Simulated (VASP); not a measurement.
Here is a VASP 6.6.1 calculation.

File INCAR:

```
  ALGO = Normal
  EDIFF = 1E-7
  ENCUT = 520
  GGA = PS
  ISIF = 2
  ISMEAR = 0
  LASPH = True
  LCHARG = False
  LREAL = False
  LWAVE = False
  NBANDS = 26
  NELM = 60
  PREC = Accurate
  SIGMA = 0.03
```

The input KPOINTS:

```
k-points
0
Gamma
  12 12 6
```

File POSCAR:

```
SiGe
1.0
    3.7445730159      0.0000000000      0.0000000000
   -1.8722865080      3.2428953581      0.0000000000
    0.0000000000      0.0000000000      5.9279213651
Si Ge
2 2
Direct
    0.6666666667      0.3333333333      0.8745463420
    0.3333333333      0.6666666667      0.3745463420
    0.6666666667      0.3333333333      0.5004526580
    0.3333333333      0.6666666667      0.0004526580
```

Potentials or basis: VASP PAW PBE potentials, release 64 (Si, Ge_d).

Launch:

```console
$ cat potpaw_PBE.64/Si/POTCAR potpaw_PBE.64/Ge_d/POTCAR > POTCAR
$ mpirun -np 1 vasp_std > vasp.out
```

(1) Estimate the pressure.

(2) What does it give for the band gap on the k mesh?

(3) Estimate the largest force.

Answers

(1) 19.6 GPa.

(2) zero (bands 18 and 19 overlap by 0.20 eV).

(3) 0.797 eV/Å.

Caveat: the cell differs from its parent crystal (strain -0.040 along x and y, -0.080 along z); the cell stands under pressure; semilocal functionals underestimate gaps, so a narrow gap can read as zero; the PAW data sets were made with another functional, which shifts forces and pressure a little.
